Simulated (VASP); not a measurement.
# Pb (Fd-3m) in VASP: a series of runs, part 2 of 2

VASP 6.6.1. The steps go on from the part before.

## 4. Relaxation of cell and atoms, LDA, target pressure 97 GPa, at which the enthalpy is minimised

This run uses another cell than the first one, of 18.74 Å³/atom, 0.880 times its volume.

The input, INCAR:

```
SYSTEM = Pb
  PREC = Accurate
  ENCUT = 600
  EDIFF = 1E-6
  ISMEAR = -1
  SIGMA = 0.05
  LREAL = .False.
  LASPH = .True.
  NELM = 100
  ALGO = Normal
  ISIF = 3
  LWAVE = .False.
  LCHARG = .False.
  IBRION = 2
  NSW = 60
  EDIFFG = -0.005
  PSTRESS = 970.0
```

The input, KPOINTS:

```
Automatic mesh
0
Gamma
  12 12 12
  0 0 0
```

The input, POSCAR:

```
Pb
1.0
    0.0000000000      2.6562072936      2.6562072936
    2.6562072936      0.0000000000      2.6562072936
    2.6562072936      2.6562072936      0.0000000000
Pb
2
Direct
   -0.1250000000     -0.1250000000     -0.1250000000
    0.1250000000      0.1250000000      0.1250000000
```

Potentials or basis: VASP PAW LDA potentials, release 64 (Pb_d).

Launch:

```bash
> cat potpaw_LDA.64/Pb_d/POTCAR > POTCAR
> mpirun -np 1 vasp_std > vasp.out
```

OUTCAR:

```text
SYSTEM = Pb
   PREC = Accurate
   ENCUT = 600
   EDIFF = 1E-6
   ISMEAR = -1
   LREAL = .False.
   LASPH = .True.
   NELM = 100
   ISIF = 3
   IBRION = 2
   NSW = 60
   EDIFFG = -0.005
   PSTRESS = 970.0

 ion  position               nearest neighbor table
   1  0.875  0.875  0.875-   2 2.30   2 2.30   2 2.30   2 2.30
   2  0.125  0.125  0.125-   1 2.30   1 2.30   1 2.30   1 2.30

  LATTYP: Found a face centered cubic cell.
 ALAT       =     5.3124145872

  Lattice vectors:

 A1 = (   0.0000000000,   2.6562072936,   2.6562072936)
 A2 = (   2.6562072936,   0.0000000000,   2.6562072936)
 A3 = (   2.6562072936,   2.6562072936,   0.0000000000)

Analysis of symmetry for initial positions (statically):
=====================================================================
 Subroutine PRICEL returns:
 Original cell was already a primitive cell.

 Routine SETGRP: Setting up the symmetry group for a
 face centered cubic supercell.

 Subroutine GETGRP returns: Found 48 space group operations
 (whereof 12 operations were pure point group operations)
 out of a pool of 48 trial point group operations.

The static configuration has the point symmetry D_3d.
 The point group associated with its full space group is O_h .

Analysis of symmetry for dynamics (positions and initial velocities):
[... 162 lines left out ...]
------------------------ aborting loop because EDIFF is reached ----------------------------------------

  FORCE on cell =-STRESS in cart. coord.  units (eV):
  Direction    XX          YY          ZZ          XY          YZ          ZX
  --------------------------------------------------------------------------------------
  -------------------------------------------------------------------------------------
  Total       38.0045341     38.0045341     38.0045341      0.0000000      0.0000000      0.0000000
  in kB     1624.5388622   1624.5388622   1624.5388622      0.0000000      0.0000000      0.0000000
  external PRESSURE =     654.5388622 kB  Pullay stress =     970.0000000 kB
[... 25 lines left out ...]
--------------------------------------- Ionic step        2  -------------------------------------------

 number of electron      28.0000000 magnetization

 E-fermi :   2.6038     XC(G=0):  -8.0740

 val. band max:        2.5914459979   @ k =   0.5000   0.0833   0.0000
 cond. band min:       2.6058509092   @ k =  -0.3333   0.0833   0.0000
 fundamental gap:      0.0144049113
 Fermi energy:         2.6037689715

 k-point     1 :       0.0000    0.0000    0.0000
  band No.  band energies     occupation
      1     -14.2326      2.00000
      2     -14.2326      2.00000
      3     -14.2326      2.00000
      4     -14.1770      2.00000
      5     -14.1770      2.00000
      6     -13.8972      2.00000
[... 722 lines left out ...]
--------------------------------------- Ionic step        8  -------------------------------------------

 number of electron      28.0000005 magnetization

 Free energy of the ion-electron system (eV)
  ---------------------------------------------------
  ext. energy  EPLUGINS =         0.00000000
  ---------------------------------------------------
  free energy    TOTEN  =        -1.80374167 eV

  energy without entropy =       -1.80093185  energy(sigma->0) =       -1.80233676

 E-fermi :  13.0615     XC(G=0): -11.8915

 val. band max:       13.0169638953   @ k =   0.5000   0.5000   0.0000
 cond. band min:      13.0726623212   @ k =   0.5000   0.4167   0.0000
 fundamental gap:      0.0556984259
 Fermi energy:        13.0614835921

 k-point     1 :       0.0000    0.0000    0.0000
  band No.  band energies     occupation
      1      -7.7105      2.00000
      2      -7.7105      2.00000
      3      -7.7105      2.00000
      4      -7.4961      2.00000
      5      -7.4961      2.00000
      6      -5.6559      2.00000
[... 528 lines left out ...]
  energy  without entropy=       -1.8009318463  energy(sigma->0) =       -1.80233676

  enthalpy is  TOTEN    =        24.0416266602 eV   P V=       25.8453683317

 reached required accuracy - stopping structural energy minimisation
```

Wall time 4.6 min (1 thread of Intel Xeon 6975P-C, shared host); peak memory 0.19 GiB.

What came out:

* Free energy: -1.8037 eV
* Relaxed volume: 21.34 Å³/atom
* Relaxed cell: a = 3.923 Å, b = 3.923 Å, c = 3.923 Å, α = 60.00°, β = 60.00°, γ = 60.00°
* Space group after relaxing (to 0.05 Å): Fd-3m (No. 227)
* Energy change on relaxing (the enthalpy is what falls): -2057.2 meV/atom
* Ionic steps: 8
* Pressure after relaxing: 97.0 GPa
* Band gap on the k mesh: zero (band 14 reaches 13.95 eV, above the bottom of band 15 at 12.85 eV)

Step by step:
```
step  energy change (eV)  largest force (eV/Å)  pressure (GPa)  volume (Å³)
   1              0.0000                0.0000          162.45        37.48
   2             -9.8800                0.0000           -4.52        96.24
   3             -5.9406                0.0000           69.46        46.24
   4             -4.3630                0.0000           93.17        43.11
   5             -4.1102                0.0000           97.05        42.68
   6             -4.1757                0.0000           96.08        42.79
   7             -3.7912                0.0000          101.96        42.17
   8             -4.1145                0.0000           96.98        42.69
```

Final structure:
```yaml
crystal:
  lattice:
    - [0.00000, 2.77394, 2.77394]
    - [2.77394, 0.00000, 2.77394]
    - [2.77394, 2.77394, 0.00000]
  atoms:
    - { symbol: Pb, position: [0.87500, 0.87500, 0.87500] }
    - { symbol: Pb, position: [0.12500, 0.12500, 0.12500] }
```

Caveat: the cell is relaxed towards a set pressure, so the enthalpy falls and the energy may rise; spin-orbit coupling is left out, which moves the levels of the heavy elements.

## 5. Relaxation of cell and atoms, LDA, target pressure 97 GPa, at which the enthalpy is minimised

The input, INCAR:

```
PREC = Accurate
ENCUT = 600
EDIFF = 1E-7
ISMEAR = -1
SIGMA = 0.05
LREAL = False
LASPH = True
NELM = 100
ALGO = Normal
ISIF = 3
LWAVE = False
LCHARG = False
IBRION = 2
NSW = 32
EDIFFG = -0.005
PSTRESS = 970.0
```

The input, KPOINTS:

```
Automatic mesh
0
Gamma
  12 12 12
```

The input, POSCAR:

```
Pb
1.0
    0.0000000000      2.7718613655      2.7718613655
    2.7718613655      0.0000000000      2.7718613655
    2.7718613655      2.7718613655      0.0000000000
Pb
2
Direct
   -0.1250000000     -0.1250000000     -0.1250000000
    0.1250000000      0.1250000000      0.1250000000
```

Launch:

```bash
> cat potpaw_LDA.64/Pb_d/POTCAR > POTCAR
> mpirun -np 1 vasp_std > vasp.out
```

Wall time 99 s (1 thread of Intel Xeon 6975P-C, shared host); peak memory 0.2 GiB.

It converged, with:

| Quantity | Value |
| --- | --- |
| Free energy | -1.8098 eV |
| Relaxed volume | 21.35 Å³/atom |
| Relaxed cell | a = 3.923 Å, b = 3.923 Å, c = 3.923 Å, α = 60.00°, β = 60.00°, γ = 60.00° |
| Space group after relaxing (to 0.05 Å) | Fd-3m (No. 227) |
| Energy change on relaxing (the enthalpy is what falls) | -31.0 meV/atom |
| Ionic steps | 3 |
| Pressure after relaxing | 97.0 GPa |
| Band gap on the k mesh | zero (band 14 reaches 13.95 eV, above the bottom of band 15 at 12.85 eV) |

The path:
| step | energy change (eV) | largest force (eV/Å) | pressure (GPa) | volume (Å³) |
| --- | --- | --- | --- | --- |
| 1 | 0.0000 | 0.0000 | 97.94 | 42.59 |
| 2 | -0.4577 | 0.0000 | 90.97 | 43.37 |
| 3 | -0.0620 | 0.0000 | 97.00 | 42.70 |

Final structure:
```cif
data_structure
_symmetry_space_group_name_H-M 'P 1'
_symmetry_Int_Tables_number 1
_cell_length_a 3.9231
_cell_length_b 3.9231
_cell_length_c 3.9231
_cell_angle_alpha 60.000
_cell_angle_beta 60.000
_cell_angle_gamma 60.000
_cell_volume 42.70
loop_
_atom_site_label
_atom_site_type_symbol
_atom_site_fract_x
_atom_site_fract_y
_atom_site_fract_z
_atom_site_occupancy
Pb1 Pb 0.87500 0.87500 0.87500 1
Pb2 Pb 0.12500 0.12500 0.12500 1
```

Levels at points of the mesh, in eV from the Fermi level:
| k point | band 11 | band 12 | band 13 | band 14 | band 15 | band 16 | band 17 | band 18 |
| --- | --- | --- | --- | --- | --- | --- | --- | --- |
| (0.00, 0.00, 0.00) | -17.36 | 0.13 | 0.89 | 0.89 | 0.89 | 2.53 | 2.53 | 2.53 |
| (0.50, 0.00, 0.00) | -13.55 | -10.52 | -2.02 | -2.02 | 0.06 | 3.56 | 4.00 | 4.00 |
| (0.50, 0.50, 0.00) | -11.40 | -11.40 | -4.98 | -4.98 | -0.04 | -0.04 | 11.09 | 11.09 |

Caveat: the cell is relaxed towards a set pressure, so the enthalpy falls and the energy may rise; spin-orbit coupling is left out, which moves the levels of the heavy elements.

## 6. The runs side by side

| task | cell | cutoff (eV) | gap on the mesh (eV) | pressure (GPa) |
| --- | --- | --- | --- | --- |
| single point | a = 3.920 Å, angles 60.0°, 2 atoms | 520 | none | 97.9 |
| relaxation of cell and atoms | relaxed to 97 GPa from a = 3.756 Å, angles 60.0°, 2 atoms | 600 | none | 97.0 |
| relaxation of cell and atoms | relaxed to 97 GPa from a = 3.920 Å, angles 60.0°, 2 atoms | 600 | none | 97.0 |

Alike in all rows: level LDA; potentials or basis VASP PAW LDA potentials, release 64 (Pb_d); no spin polarisation; k mesh 12 × 12 × 12; smearing fermi-dirac 0.05 eV.

Caveats: spin-orbit coupling is left out, which moves the levels of the heavy elements; the cell is relaxed towards a set pressure, so the enthalpy falls and the energy may rise (some runs).

Absolute energies hang on the potentials; compare differences alone.
